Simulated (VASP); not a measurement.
# HgTe (Coloradoite) (F-43m) in VASP: settings compared

The runs below take HgTe (Coloradoite) through single point, relaxation of cell and atoms, with RPBE, BLYP.

Program: VASP 6.6.1. These are calculated values, not measurements. Logs are shortened: lines on timing, memory, paths and dates and some standing lists are left out, and cuts for length are marked.

## 1. The cell of the first run

The structure is cubic, space group F-43m (No. 216). Conventional cell: a = 6.758 Å, b = 6.758 Å, c = 6.758 Å, α = 90.00°, β = 90.00°, γ = 90.00°. Within 3.9 Å of Hg (site symmetry -43m) lie 4 Te at 2.93 Å. Within 3.9 Å of Te (site symmetry -43m) lie 4 Hg at 2.93 Å.

## 2. Single point, RPBE

INCAR reads:

```
SYSTEM = HgTe
PREC     = Accurate       ! precision mode
ENCUT    = 520            ! plane-wave cutoff, eV
EDIFF    = 1E-7           ! SCF threshold, eV
ISMEAR   = -1             ! smearing method
SIGMA    = 0.05           ! smearing width, eV
LREAL    = .FALSE.        ! projectors in reciprocal space
LASPH    = .TRUE.         ! aspherical terms in the spheres
NELM     = 80             ! most SCF steps
ALGO     = Normal         ! electronic algorithm
ISIF     = 2              ! what is computed and relaxed
LWAVE    = .FALSE.        ! write WAVECAR
LCHARG   = .FALSE.        ! write CHGCAR
GGA      = RP             ! functional
NBANDS   = 16             ! bands
```

KPOINTS reads:

```
Automatic mesh
0
G
  7 7 7
  0 0 0
```

POSCAR reads:

```
HgTe
1.0
    0.0000000000      3.3792187224      3.3792187224
    3.3792187224      0.0000000000      3.3792187224
    3.3792187224      3.3792187224      0.0000000000
Hg Te
1 1
Direct
    0.0000000000      0.0000000000      0.0000000000
    0.7500000000      0.7500000000      0.7500000000
```

Potentials or basis: VASP PAW PBE potentials, release 64 (Hg, Te).

Command:

```bash
$ cat potpaw_PBE.64/Hg/POTCAR potpaw_PBE.64/Te/POTCAR > POTCAR
$ mpirun -np 1 vasp_std > vasp.out
```

OUTCAR:

```text
SYSTEM = HgTe
   PREC = Accurate
   ENCUT = 520
   EDIFF = 1E-7
   ISMEAR = -1
   LREAL = .FALSE.
   LASPH = .TRUE.
   NELM = 80
   ISIF = 2
   GGA = RP

 ion  position               nearest neighbor table
   1  0.000  0.000  0.000-   2 2.93   2 2.93   2 2.93   2 2.93
   2  0.750  0.750  0.750-   1 2.93   1 2.93   1 2.93   1 2.93

  LATTYP: Found a face centered cubic cell.
 ALAT       =     6.7584374448

  Lattice vectors:

 A1 = (   0.0000000000,   3.3792187224,   3.3792187224)
 A2 = (   3.3792187224,   0.0000000000,   3.3792187224)
 A3 = (   3.3792187224,   3.3792187224,   0.0000000000)

Analysis of symmetry for initial positions (statically):
=====================================================================
 Subroutine PRICEL returns:
 Original cell was already a primitive cell.

 Routine SETGRP: Setting up the symmetry group for a
 face centered cubic supercell.

 Subroutine GETGRP returns: Found 24 space group operations
 (whereof 24 operations were pure point group operations)
 out of a pool of 48 trial point group operations.

The static configuration has the point symmetry T_d .

Analysis of symmetry for dynamics (positions and initial velocities):
=====================================================================
 Subroutine PRICEL returns:
 Original cell was already a primitive cell.

 Routine SETGRP: Setting up the symmetry group for a
 face centered cubic supercell.

 Subroutine GETGRP returns: Found 24 space group operations
 (whereof 24 operations were pure point group operations)
 out of a pool of 48 trial point group operations.

The dynamic configuration has the point symmetry T_d .

 Subroutine INISYM returns: Found 24 space group operations
 (whereof 24 operations are pure point group operations),
 and found     1 'primitive' translations

----------------------------------------------------------------------------------------

                                     Primitive cell

  volume of cell :      77.1754

  direct lattice vectors                    reciprocal lattice vectors
     0.000000000  3.379218722  3.379218722    -0.147963195  0.147963195  0.147963195
     3.379218722  0.000000000  3.379218722     0.147963195 -0.147963195  0.147963195
     3.379218722  3.379218722  0.000000000     0.147963195  0.147963195 -0.147963195

  length of vectors
     4.778936947  4.778936947  4.778936947     0.256279772  0.256279772  0.256279772

  position of ions in fractional coordinates (direct lattice)
     0.000000000  0.000000000  0.000000000
     0.750000000  0.750000000  0.750000000

  ion indices of the primitive-cell ions
   primitive index   ion index
                 1           1
                 2           2

----------------------------------------------------------------------------------------

 KPOINTS: Automatic mesh

Automatic generation of k-mesh.
 Grid dimensions read from file:
 generate k-points for:    7    7    7

 Generating k-lattice:

  Cartesian coordinates                     Fractional coordinates (reciprocal lattice)
    -0.021137599  0.021137599  0.021137599     0.142857143  0.000000000  0.000000000
     0.021137599 -0.021137599  0.021137599     0.000000000  0.142857143  0.000000000
     0.021137599  0.021137599 -0.021137599     0.000000000  0.000000000  0.142857143

  Length of vectors
     0.036611396  0.036611396  0.036611396

  Shift w.r.t. Gamma in fractional coordinates (k-lattice)
     0.000000000  0.000000000  0.000000000

 Subroutine IBZKPT returns following result:
 ===========================================

 Found     20 irreducible k-points:

 Following reciprocal coordinates:
            Coordinates               Weight
  0.000000  0.000000  0.000000      1.000000
  0.142857  0.000000  0.000000      8.000000
  0.285714  0.000000  0.000000      8.000000
  0.428571  0.000000  0.000000      8.000000
  0.142857  0.142857  0.000000      6.000000
  0.285714  0.142857  0.000000     24.000000
[... 12 lines left out ...]
 -0.428571  0.428571  0.142857     24.000000
 -0.285714  0.428571  0.142857     24.000000
   k-points           NKPTS =     20   k-points in BZ     NKDIM =     20   number of bands    NBANDS=     16
   number of dos      NEDOS =    301   number of ions     NIONS =      2
   total plane-waves  NPLWV =  46656
   dimension x,y,z NGX =    36 NGY =   36 NGZ =   36
   dimension x,y,z NGXF=    72 NGYF=   72 NGZF=   72
   ions per type =               1   1
   NGX,Y,Z   is equivalent  to a cutoff of  12.52, 12.52, 12.52 a.u.
   NGXF,Y,Z  is equivalent  to a cutoff of  25.05, 25.05, 25.05 a.u.
 SYSTEM =  HgTe
   PREC   = accura    normal or accurate (medium, high low for compatibility)
   ISTART =      0    job   : 0-new  1-cont  2-samecut
   ICHARG =      2    charge: 1-file 2-atom 10-const
   ISPIN  =      1    spin polarized calculation?
   LNONCOLLINEAR =      F non collinear calculations
   LSORBIT =      F    spin-orbit coupling
   LASPH  =      T    aspherical Exc in radial PAW
   ENCUT  =  520.0 eV  38.22 Ry    6.18 a.u.   8.89  8.89  8.89*2*pi/ulx,y,z
   NELM   =     80;   NELMIN=  2; NELMDL= -5     # of ELM steps
   EDIFF  = 0.1E-06   stopping-criterion for ELM
   LREAL  =      F    real-space projection
   EDIFFG = 0.1E-05   stopping-criterion for IOM
   NSW    =      0    number of steps for IOM
   IBRION =     -1    ionic relax: 0-MD 1-quasi-New 2-CG
   NFREE  =      0    steps in history (QN), initial steepest desc. (CG)
   ISIF   =      2    stress and relaxation
   ISYM   =      2    0-nonsym 1-usesym 2-fastsym
   POTIM  = 0.5000    time-step for ionic-motion
   TEBEG  =    0.0;   TEEND  =   0.0 temperature during run
   PSTRESS=    0.0 pullay stress
   NELECT =      18.0000    total number of electrons
   NUPDOWN=      -1.0000    fix difference up-down
   EMIN   =  10.00;   EMAX   =-10.00  energy-range for DOS
   EFERMI =   0.00;   METHOD = LEGACY
   ISMEAR =    -1;   SIGMA  =   0.05  broadening in eV -4-tet -1-fermi 0-gaus
   EFERMI_NEDOS =   21; number of points for ismear=-14 and -15
   IALGO  =     38    algorithm
   IMIX   =      4    mixing-type and parameters
     AMIX     =   0.40;   BMIX     =  1.00
     AMIX_MAG =   1.60;   BMIX_MAG =  1.00
  volume/ion in A,a.u.               =      38.59       260.40
  Fermi-wavevector in a.u.,A,eV,Ry     =   1.007719  1.904312 13.816678  1.015497
  Thomas-Fermi vector in A             =   2.140541
   LORBIT       =      0    0 simple, 1 ext, 2 COOP (PROOUT), +10 PAW based schemes
   GGA     = RP    functional components
   LHFCALC =     F    Hartree Fock is set to
   AEXX    =    0.0000 exact exchange contribution
   IVDW    =     0    specifies the selected vdW correction
   LEPSILON=     F    determine dielectric tensor
   LRPA    =     F    only Hartree local field effects (RPA)
 non-spin polarized calculation
  energy-cutoff  :      520.00
  volume of cell :       77.18
 maximum number of plane-waves:      2102
   NGX = 17   NGY = 17   NGZ = 17

 number of electron      18.0000000 magnetization

 Free energy of the ion-electron system (eV)
  ---------------------------------------------------
  ext. energy  EPLUGINS =         0.00000000
  ---------------------------------------------------
  free energy    TOTEN  =        -2.96778230 eV

  energy without entropy =       -2.96689531  energy(sigma->0) =       -2.96733881

 E-fermi :   1.9631     XC(G=0):  -7.8981

 val. band max:        1.9088819824   @ k =   0.0000   0.0000   0.0000
 cond. band min:       2.5339759380   @ k =   0.1429   0.0000   0.0000
 fundamental gap:      0.6250939556
 Fermi energy:         1.9630881978

 k-point     1 :       0.0000    0.0000    0.0000
  band No.  band energies     occupation
      1      -9.1785      2.00000
      2      -4.7663      2.00000
      3      -4.7663      2.00000
      4      -4.7663      2.00000
      5      -4.3880      2.00000
      6      -4.3880      2.00000
[... 8 lines left out ...]
     15      11.2852      0.00000
     16      11.2852      0.00000

 k-point     2 :       0.1429    0.0000    0.0000
  band No.  band energies     occupation
      1      -9.1054      2.00000
      2      -4.7466      2.00000
      3      -4.7466      2.00000
      4      -4.7239      2.00000
      5      -4.3892      2.00000
      6      -4.3892      2.00000
[... 8 lines left out ...]
     15      10.6356      0.00000
     16      10.6356      0.00000

 k-point     3 :       0.2857    0.0000    0.0000
  band No.  band energies     occupation
      1      -8.9331      2.00000
      2      -4.7062      2.00000
      3      -4.7062      2.00000
      4      -4.5558      2.00000
      5      -4.3858      2.00000
      6      -4.3858      2.00000
[... 8 lines left out ...]
     15      10.5804      0.00000
     16      10.5804      0.00000

 k-point     4 :       0.4286    0.0000    0.0000
  band No.  band energies     occupation
      1      -8.7869      2.00000
      2      -4.6798      2.00000
      3      -4.6798      2.00000
      4      -4.3751      2.00000
      5      -4.3751      2.00000
      6      -4.2438      2.00000
[... 8 lines left out ...]
     15      11.4852      0.00000
     16      11.4852      0.00000
[... 248 lines left out ...]
 k-point    18 :      -0.4286    0.2857    0.1429
  band No.  band energies     occupation
      1      -8.6955      2.00000
      2      -4.6330      2.00000
      3      -4.6171      2.00000
      4      -4.4264      2.00000
      5      -4.3771      2.00000
      6      -4.1330      2.00000
[... 8 lines left out ...]
     15      11.6521      0.00000
     16      12.5379      0.00000

 k-point    19 :      -0.4286    0.4286    0.1429
  band No.  band energies     occupation
      1      -8.6462      2.00000
      2      -4.5975      2.00000
      3      -4.5727      2.00000
      4      -4.4792      2.00000
      5      -4.3631      2.00000
      6      -4.0736      2.00000
[... 8 lines left out ...]
     15      12.2982      0.00000
     16      12.6504      0.00000

 k-point    20 :      -0.2857    0.4286    0.1429
  band No.  band energies     occupation
      1      -8.6337      2.00000
      2      -4.6035      2.00000
      3      -4.5797      2.00000
      4      -4.4291      2.00000
      5      -4.3886      2.00000
      6      -3.9914      2.00000
[... 8 lines left out ...]
     15      11.8111      0.00000
     16      13.2120      0.00000

------------------------ aborting loop because EDIFF is reached ----------------------------------------

  FORCE on cell =-STRESS in cart. coord.  units (eV):
  Direction    XX          YY          ZZ          XY          YZ          ZX
  --------------------------------------------------------------------------------------
  -------------------------------------------------------------------------------------
  Total        0.0090596      0.0090596      0.0090596      0.0000000      0.0000000     -0.0000000
  in kB        0.1880789      0.1880789      0.1880789      0.0000000      0.0000000     -0.0000000
  external PRESSURE =       0.1880789 kB  Pullay stress =       0.0000000 kB

 VOLUME and BASIS-vectors are now :
 -----------------------------------------------------------------------------
  energy-cutoff  :      520.00
  volume of cell :       77.18
      direct lattice vectors                 reciprocal lattice vectors
     0.000000000  3.379218722  3.379218722    -0.147963195  0.147963195  0.147963195
     3.379218722  0.000000000  3.379218722     0.147963195 -0.147963195  0.147963195
     3.379218722  3.379218722  0.000000000     0.147963195  0.147963195 -0.147963195

 POSITION                                       TOTAL-FORCE (eV/Angst)
 -----------------------------------------------------------------------------------
      0.00000      0.00000      0.00000         0.000000      0.000000      0.000000
      5.06883      5.06883      5.06883        -0.000000     -0.000000     -0.000000
 -----------------------------------------------------------------------------------
    total drift:                                0.000000      0.000000      0.000000

  FREE ENERGIE OF THE ION-ELECTRON SYSTEM (eV)
  ---------------------------------------------------
  free  energy   TOTEN  =        -2.9677822988 eV

  energy  without entropy=       -2.9668953117  energy(sigma->0) =       -2.96733881
```

Wall time 22 s (1 thread of Intel Xeon Platinum 8259CL at 2.50GHz (Skylake/Cascade Lake), shared host); peak memory 0.21 GiB.

What came out:

```
Free energy            : -2.9678 eV
Pressure               : 0.0 GPa
Band gap on the k mesh : zero (filled and empty bands touch)
```

Levels at points of the mesh, in eV from the Fermi level:
```
           k point  band 7  band 8  band 9  band 10  band 11  band 12
(0.00, 0.00, 0.00)   -0.99   -0.05   -0.05    -0.05     4.44     4.44
```

Caveat: the PAW data sets were made with another functional, which shifts forces and pressure a little; spin-orbit coupling is left out, which moves the levels of the heavy elements.

## 3. Single point, BLYP

This run uses another cell than the first one, of 39.93 Å³/atom, 1.035 times its volume.

Changes to INCAR since step 2:

```diff
@@ -3,3 +3,3 @@
 ENCUT    = 520            ! plane-wave cutoff, eV
-EDIFF    = 1E-7           ! SCF threshold, eV
+EDIFF    = 1E-6           ! SCF threshold, eV
 ISMEAR   = -1             ! smearing method
@@ -13,3 +13,7 @@
 LCHARG   = .FALSE.        ! write CHGCAR
-GGA      = RP             ! functional
+GGA      = B5             ! functional
+ALDAX    = 1.0          
+AGGAX    = 1.0          
+AGGAC    = 1.0          
+ALDAC    = 0.0          
 NBANDS   = 16             ! bands
```

KPOINTS reads:

```
regular mesh
0
G
  7 7 7
  0 0 0
```

POSCAR reads:

```
HgTe
1.0
    0.0000000000      3.4178677783      3.4178677783
    3.4178677783      0.0000000000      3.4178677783
    3.4178677783      3.4178677783      0.0000000000
Hg Te
1 1
Direct
    0.0000000000      0.0000000000      0.0000000000
    0.7500000000      0.7500000000      0.7500000000
```

Potentials or basis: VASP PAW PBE potentials, release 64 (Hg, Te).

Command:

```bash
$ cat potpaw_PBE.64/Hg/POTCAR potpaw_PBE.64/Te/POTCAR > POTCAR
$ mpirun -np 1 vasp_std > vasp.out
```

It took 28 s on 1 thread of Intel Xeon Platinum 8259CL at 2.50GHz (Skylake/Cascade Lake), shared host; peak memory 0.22 GiB.

Results (log left out):

```
Free energy            : -2.7089 eV
Pressure               : 0.1 GPa
Band gap on the k mesh : zero (filled and empty bands touch)
```

Levels at points of the mesh, in eV from the Fermi level:
```
           k point  band 7  band 8  band 9  band 10  band 11  band 12
(0.00, 0.00, 0.00)   -1.23   -0.06   -0.06    -0.06     4.43     4.43
```

Caveat: the PAW data sets were made with another functional, which shifts forces and pressure a little; spin-orbit coupling is left out, which moves the levels of the heavy elements.

[end of part 1 of 2]
